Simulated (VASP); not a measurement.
A run of VASP 6.6.1 is set up as follows.

The input INCAR:

```
SYSTEM = BP
PREC = Accurate
ENCUT = 420
EDIFF = 1E-6
ISMEAR = 0
SIGMA = 0.03
LREAL = .False.
LASPH = .True.
NELM = 120
ALGO = Normal
ISIF = 2
LWAVE = .False.
LCHARG = .False.
LDIPOL = .True.
IDIPOL = 3
DIPOL = 0.5 0.5 0.294
GGA = PE
IVDW = 12
NBANDS = 11
GGA_COMPAT = .False.
NELMDL = -8
```

File KPOINTS:

```
Automatic mesh
0
Gamma
  12 12 1
  0 0 0
```

Contents of POSCAR:

```
BP
1.0
    3.2056407295      0.0000000000      0.0000000000
   -1.6028203648      2.7761663072      0.0000000000
    0.0000000000      0.0000000000     23.8000000000
B P
1 1
Direct
    0.3333333333      0.6666666667      0.2941176471
    0.6666666667      0.3333333333      0.2941176471
```

Potentials or basis: VASP PAW PBE potentials, release 64 (B, P).

The run is started by

```console
$ cat potpaw_PBE.64/B/POTCAR potpaw_PBE.64/P/POTCAR > POTCAR
$ mpirun -np 1 vasp_std > vasp.out
```

Q: What does it give for the dispersion energy per atom?

A: -0.129 eV.

Q: Estimate the band gap on the k mesh.

A: 0.90 eV.
